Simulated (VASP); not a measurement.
# TaVN2 (P4/mmm) in VASP: notebook

Runs on TaVN2. Level: PBEsol. Tasks: single point.

Program: VASP 6.6.1. These are calculated values, not measurements. Logs are shortened: lines on timing, memory, paths and dates and some standing lists are left out, and cuts for length are marked.

**1. The cell of the first run**

The structure is tetragonal, space group P4/mmm (No. 123). Conventional cell: a = 3.050 Å, b = 3.050 Å, c = 4.296 Å, α = 90.00°, β = 90.00°, γ = 90.00°. Ta (site symmetry 4/mmm) has 6 N at 2.15 to 2.16 Å within 2.8 Å. V (site symmetry 4/mmm) has 6 N at 2.15 to 2.16 Å within 2.8 Å. Within 2.8 Å of N (site symmetry 4/mmm) lie 2 V at 2.15 Å and 4 Ta at 2.16 Å. N (site symmetry 4/mmm) has 2 Ta at 2.15 Å and 4 V at 2.16 Å within 2.8 Å.

**2. Single point, PBEsol, collinear spin, ferromagnetic start**

Contents of INCAR:

```
SYSTEM = TaVN2
PREC = Accurate
ENCUT = 600
EDIFF = 1E-6
ISMEAR = -1
SIGMA = 0.05
LREAL = .False.
LASPH = .True.
NELM = 200
ALGO = Normal
ISIF = 2
LWAVE = .False.
LCHARG = .False.
ISPIN = 2
MAGMOM = 0 2.5 0 0
LORBIT = 11
NUPDOWN = 2.5
LMAXMIX = 4
GGA = PS
NBANDS = 30
GGA_COMPAT = .False.
```

Contents of KPOINTS:

```
Automatic mesh
0
Gamma
  7 7 5
  0 0 0
```

Contents of POSCAR:

```
TaVN2
1.0
    3.0498670000      0.0000000000      0.0000000000
    0.0000000000      3.0498670000      0.0000000000
    0.0000000000      0.0000000000      4.2960620000
Ta V N
1 1 2
Direct
    0.0000000000      0.0000000000      0.0000000000
    0.5000000000      0.5000000000      0.5000000000
    0.5000000000      0.5000000000      0.0000000000
    0.0000000000      0.0000000000      0.5000000000
```

Potentials or basis: VASP PAW PBE potentials, release 64 (Ta_sv_GW, V_sv, N).

Command:

```
$ cat potpaw_PBE.64/Ta_sv_GW/POTCAR potpaw_PBE.64/V_sv/POTCAR potpaw_PBE.64/N/POTCAR > POTCAR
$ mpirun -np 1 vasp_std > vasp.out
```

OUTCAR:

```text
SYSTEM = TaVN2
   PREC = Accurate
   ENCUT = 600
   EDIFF = 1E-6
   ISMEAR = -1
   LREAL = .False.
   LASPH = .True.
   NELM = 200
   ISIF = 2
   ISPIN = 2
   LORBIT = 11
   NUPDOWN = 2.5
   GGA = PS

 ion  position               nearest neighbor table
   1  0.000  0.000  0.000-   4 2.15   4 2.15   3 2.16   3 2.16   3 2.16   3 2.16   2 3.04   2 3.04
                             2 3.04   2 3.04   2 3.04   2 3.04   2 3.04   2 3.04
   2  0.500  0.500  0.500-   3 2.15   3 2.15   4 2.16   4 2.16   4 2.16   4 2.16   1 3.04   1 3.04
                             1 3.04   1 3.04   1 3.04   1 3.04   1 3.04   1 3.04
   3  0.500  0.500  0.000-   2 2.15   2 2.15   1 2.16   1 2.16   1 2.16   1 2.16
   4  0.000  0.000  0.500-   1 2.15   1 2.15   2 2.16   2 2.16   2 2.16   2 2.16

  LATTYP: Found a simple tetragonal cell.
 ALAT       =     3.0498670000
 C/A-ratio  =     1.4086063425

  Lattice vectors:

 A1 = (   3.0498670000,   0.0000000000,   0.0000000000)
 A2 = (   0.0000000000,   3.0498670000,   0.0000000000)
 A3 = (   0.0000000000,   0.0000000000,   4.2960620000)

Analysis of symmetry for initial positions (statically):
=====================================================================
 Subroutine PRICEL returns:
 Original cell was already a primitive cell.

 Routine SETGRP: Setting up the symmetry group for a
 simple tetragonal supercell.

 Subroutine GETGRP returns: Found 16 space group operations
 (whereof 16 operations were pure point group operations)
 out of a pool of 16 trial point group operations.

The static configuration has the point symmetry D_4h.

Analysis of symmetry for dynamics (positions and initial velocities):
=====================================================================
 Subroutine PRICEL returns:
 Original cell was already a primitive cell.

 Routine SETGRP: Setting up the symmetry group for a
 simple tetragonal supercell.

 Subroutine GETGRP returns: Found 16 space group operations
 (whereof 16 operations were pure point group operations)
 out of a pool of 16 trial point group operations.

The dynamic configuration has the point symmetry D_4h.

Analysis of structural, dynamic, and magnetic symmetry:
=====================================================================
 Subroutine PRICEL returns:
 Original cell was already a primitive cell.

 Routine SETGRP: Setting up the symmetry group for a
 simple tetragonal supercell.

 Subroutine GETGRP returns: Found 16 space group operations
 (whereof 16 operations were pure point group operations)
 out of a pool of 16 trial point group operations.

The overall configuration has the point symmetry D_4h.

 Subroutine INISYM returns: Found 16 space group operations
 (whereof 16 operations are pure point group operations),
 and found     1 'primitive' translations

----------------------------------------------------------------------------------------

                                     Primitive cell

  volume of cell :      39.9606

  direct lattice vectors                    reciprocal lattice vectors
     3.049867000  0.000000000  0.000000000     0.327883150  0.000000000  0.000000000
     0.000000000  3.049867000  0.000000000     0.000000000  0.327883150  0.000000000
     0.000000000  0.000000000  4.296062000     0.000000000  0.000000000  0.232771315

  length of vectors
     3.049867000  3.049867000  4.296062000     0.327883150  0.327883150  0.232771315

  position of ions in fractional coordinates (direct lattice)
     0.000000000  0.000000000  0.000000000
     0.500000000  0.500000000  0.500000000
     0.500000000  0.500000000  0.000000000
     0.000000000  0.000000000  0.500000000

  ion indices of the primitive-cell ions
   primitive index   ion index
                 1           1
                 2           2
                 3           3
                 4           4

----------------------------------------------------------------------------------------

 KPOINTS: Automatic mesh

Automatic generation of k-mesh.
 Grid dimensions read from file:
 generate k-points for:    7    7    5

 Generating k-lattice:

  Cartesian coordinates                     Fractional coordinates (reciprocal lattice)
     0.046840450  0.000000000  0.000000000     0.142857143  0.000000000  0.000000000
     0.000000000  0.046840450  0.000000000     0.000000000  0.142857143  0.000000000
     0.000000000  0.000000000  0.046554263     0.000000000  0.000000000  0.200000000

  Length of vectors
     0.046840450  0.046840450  0.046554263

  Shift w.r.t. Gamma in fractional coordinates (k-lattice)
     0.000000000  0.000000000  0.000000000

 Subroutine IBZKPT returns following result:
 ===========================================

 Found     30 irreducible k-points:

 Following reciprocal coordinates:
            Coordinates               Weight
  0.000000  0.000000  0.000000      1.000000
  0.142857  0.000000  0.000000      4.000000
  0.285714  0.000000  0.000000      4.000000
  0.428571  0.000000  0.000000      4.000000
  0.142857  0.142857  0.000000      4.000000
  0.285714  0.142857  0.000000      8.000000
[... 16 lines left out ...]
  0.285714  0.000000  0.400000      8.000000
  0.428571  0.000000  0.400000      8.000000
 [... further k-points ...]
   k-points           NKPTS =     30   k-points in BZ     NKDIM =     30   number of bands    NBANDS=     30
   number of dos      NEDOS =    301   number of ions     NIONS =      4
   total plane-waves  NPLWV =  20736
   dimension x,y,z NGX =    24 NGY =   24 NGZ =   36
   dimension x,y,z NGXF=    48 NGYF=   48 NGZF=   72
   ions per type =               1   1   2
   NGX,Y,Z   is equivalent  to a cutoff of  13.08, 13.08, 13.93 a.u.
   NGXF,Y,Z  is equivalent  to a cutoff of  26.16, 26.16, 27.86 a.u.
 SYSTEM =  TaVN2
   PREC   = accura    normal or accurate (medium, high low for compatibility)
   ISTART =      0    job   : 0-new  1-cont  2-samecut
   ICHARG =      2    charge: 1-file 2-atom 10-const
   ISPIN  =      2    spin polarized calculation?
   LNONCOLLINEAR =      F non collinear calculations
   LSORBIT =      F    spin-orbit coupling
   LASPH  =      T    aspherical Exc in radial PAW
   ENCUT  =  600.0 eV  44.10 Ry    6.64 a.u.   6.09  6.09  8.58*2*pi/ulx,y,z
   NELM   =    200;   NELMIN=  2; NELMDL= -5     # of ELM steps
   EDIFF  = 0.1E-05   stopping-criterion for ELM
   LREAL  =      F    real-space projection
   EDIFFG = 0.1E-04   stopping-criterion for IOM
   NSW    =      0    number of steps for IOM
   IBRION =     -1    ionic relax: 0-MD 1-quasi-New 2-CG
   NFREE  =      0    steps in history (QN), initial steepest desc. (CG)
   ISIF   =      2    stress and relaxation
   ISYM   =      2    0-nonsym 1-usesym 2-fastsym
   POTIM  = 0.5000    time-step for ionic-motion
   TEBEG  =    0.0;   TEEND  =   0.0 temperature during run
   PSTRESS=    0.0 pullay stress
   NELECT =      36.0000    total number of electrons
   NUPDOWN=       2.5000    fix difference up-down
   EMIN   =  10.00;   EMAX   =-10.00  energy-range for DOS
   EFERMI =   0.00;   METHOD = LEGACY
   ISMEAR =    -1;   SIGMA  =   0.05  broadening in eV -4-tet -1-fermi 0-gaus
   EFERMI_NEDOS =   21; number of points for ismear=-14 and -15
   IALGO  =     38    algorithm
   IMIX   =      4    mixing-type and parameters
     AMIX     =   0.40;   BMIX     =  1.00
     AMIX_MAG =   1.60;   BMIX_MAG =  1.00
  volume/ion in A,a.u.               =       9.99        67.42
  Fermi-wavevector in a.u.,A,eV,Ry     =   1.581120  2.987884 34.013763  2.499941
  Thomas-Fermi vector in A             =   2.681244
   LORBIT       =     11    0 simple, 1 ext, 2 COOP (PROOUT), +10 PAW based schemes
   GGA     = PS    functional components
   LHFCALC =     F    Hartree Fock is set to
   AEXX    =    0.0000 exact exchange contribution
   IVDW    =     0    specifies the selected vdW correction
   LEPSILON=     F    determine dielectric tensor
   LRPA    =     F    only Hartree local field effects (RPA)
 spin polarized calculation
  energy-cutoff  :      600.00
  volume of cell :       39.96
 maximum number of plane-waves:      1349
   NGX = 13   NGY = 13   NGZ = 17

 number of electron      35.9999989 magnetization       2.4999997

 Free energy of the ion-electron system (eV)
  ---------------------------------------------------
  ext. energy  EPLUGINS =         0.00000000
  ---------------------------------------------------
  free energy    TOTEN  =       -46.01134478 eV

  energy without entropy =      -45.99376199  energy(sigma->0) =      -46.00255338

 E-fermi :  11.6729     XC(G=0): -13.6528

 val. band max:       12.6094943513   @ k =   0.2857   0.1429   0.2000
 cond. band min:      11.6741591288   @ k =   0.2857   0.0000   0.2000
 fundamental gap:     -0.9353352226
 Fermi energy:        12.6347688053

 spin component 1

 k-point     1 :       0.0000    0.0000    0.0000
  band No.  band energies     occupation
      1     -57.2441      1.00000
      2     -52.8417      1.00000
      3     -26.8814      1.00000
      4     -26.7923      1.00000
      5     -26.7923      1.00000
      6     -23.7892      1.00000
[... 781 lines left out ...]
     29      23.8457      0.00000
     30      24.4776      0.00000

 [... further k-points ...]

 spin component 2

 k-point     1 :       0.0000    0.0000    0.0000
  band No.  band energies     occupation
      1     -57.1444      1.00000
      2     -50.9816      1.00000
      3     -25.0766      1.00000
      4     -24.9582      1.00000
      5     -24.9582      1.00000
      6     -23.6583      1.00000
[... 781 lines left out ...]
     29      24.2729      0.00000
     30      25.0828      0.00000

 [... further k-points ...]
[... 5 lines left out ...]
  --------------------------------------------------------------------------------------
  -------------------------------------------------------------------------------------
  Total       -0.4226602     -0.4226602     -1.8411083      0.0000000      0.0000000      0.0000000
  in kB      -16.9460942    -16.9460942    -73.8171999      0.0000000      0.0000000      0.0000000
  external PRESSURE =     -35.9031295 kB  Pullay stress =       0.0000000 kB

 VOLUME and BASIS-vectors are now :
 -----------------------------------------------------------------------------
  energy-cutoff  :      600.00
  volume of cell :       39.96
      direct lattice vectors                 reciprocal lattice vectors
     3.049867000  0.000000000  0.000000000     0.327883150  0.000000000  0.000000000
     0.000000000  3.049867000  0.000000000     0.000000000  0.327883150  0.000000000
     0.000000000  0.000000000  4.296062000     0.000000000  0.000000000  0.232771315

 POSITION                                       TOTAL-FORCE (eV/Angst)
 -----------------------------------------------------------------------------------
      0.00000      0.00000      0.00000         0.000000      0.000000      0.000000
      1.52493      1.52493      2.14803         0.000000      0.000000      0.000000
      1.52493      1.52493      0.00000         0.000000      0.000000      0.000000
      0.00000      0.00000      2.14803         0.000000      0.000000      0.000000
 -----------------------------------------------------------------------------------
    total drift:                                0.000000      0.000000     -0.000000

  FREE ENERGIE OF THE ION-ELECTRON SYSTEM (eV)
  ---------------------------------------------------
  free  energy   TOTEN  =       -46.0113447819 eV

  energy  without entropy=      -45.9937619874  energy(sigma->0) =      -46.00255338

 total charge

# of ion       s       p       d       f       tot
--------------------------------------------------
    1        3.237   6.065   2.333   0.149  11.784
    2        2.200   6.211   3.191   0.000  11.602
    3        1.224   2.527   0.000   0.000   3.751
    4        1.224   2.488   0.000   0.000   3.712
--------------------------------------------------
tot          7.885  17.291   5.524   0.149  30.849

 magnetization (x)

# of ion       s       p       d       f       tot
--------------------------------------------------
    1        0.035  -0.001   0.211   0.019   0.264
    2        0.013   0.012   1.859   0.000   1.884
    3        0.002   0.049   0.000   0.000   0.051
    4        0.000   0.049   0.000   0.000   0.049
--------------------------------------------------
tot          0.051   0.109   2.070   0.019   2.247
```

It took 31 s on 1 thread of Intel Xeon 6975P-C (Granite Rapids), shared host; peak memory 0.22 GiB.

What came out:

```
Free energy                                           : -46.0113 eV
Pressure                                              : -3.6 GPa
Net moment                                            : 2.50 μB per cell
Site moments                                          : Ta +0.26; V +1.88; N +0.05 μB
Valence electrons inside the program's atomic spheres : Ta 11.78; V 11.60; N 3.75, 3.71
```

Caveat: the PAW data sets were made with another functional, which shifts forces and pressure a little; spin-orbit coupling is left out, which moves the levels of the heavy elements; the total moment is fixed, so each spin has its own Fermi level.

**3. Single point, PBEsol**

Contents of INCAR:

```
SYSTEM = TaVN2
ALGO = Normal
EDIFF = 1E-6
ENCUT = 520
GGA = PS
ISIF = 2
ISMEAR = -1
LASPH = .TRUE.
LCHARG = .FALSE.
LREAL = .FALSE.
LWAVE = .FALSE.
NBANDS = 25
NELM = 60
PREC = Accurate
SIGMA = 0.05
```

Contents of KPOINTS:

```
k-points
0
G
  9 9 6
  0 0 0
```

POSCAR is that of step 2.

Potentials or basis: VASP PAW PBE potentials, release 64 (Ta_pv, V_sv, N).

Command:

```
$ cat potpaw_PBE.64/Ta_pv/POTCAR potpaw_PBE.64/V_sv/POTCAR potpaw_PBE.64/N/POTCAR > POTCAR
$ mpirun -np 1 vasp_std > vasp.out
```

Run time: 40 s. Hardware: 1 thread of Intel Xeon Platinum 8259CL at 2.50GHz (Skylake/Cascade Lake), shared host; peak memory 0.19 GiB.

It converged, with:

```
Free energy            : -43.7722 eV
Pressure               : -11.8 GPa
Band gap on the k mesh : zero (band 17 reaches 10.62 eV, above the bottom of band 18 at 8.45 eV)
```

Stress tensor (GPa, compression positive):
```
-10.98   0.00   0.00
  0.00 -10.98   0.00
  0.00   0.00 -13.53
```

Levels at points of the mesh, in eV from the Fermi level:
```
           k point  band 15  band 16  band 17  band 18  band 19  band 20
(0.00, 0.00, 0.00)    -2.84    -2.83    -1.55    -1.55    -1.48    -0.26
(0.00, 0.00, 0.50)    -4.10    -3.99    -2.49    -0.01     0.61     0.61
```

Caveat: the PAW data sets were made with another functional, which shifts forces and pressure a little; spin-orbit coupling is left out, which moves the levels of the heavy elements; the run has no spin polarisation, though such a crystal can be magnetic. With open d or f shells a metallic result of PBEsol can be an artefact of self-interaction; +U or a hybrid may open a gap.
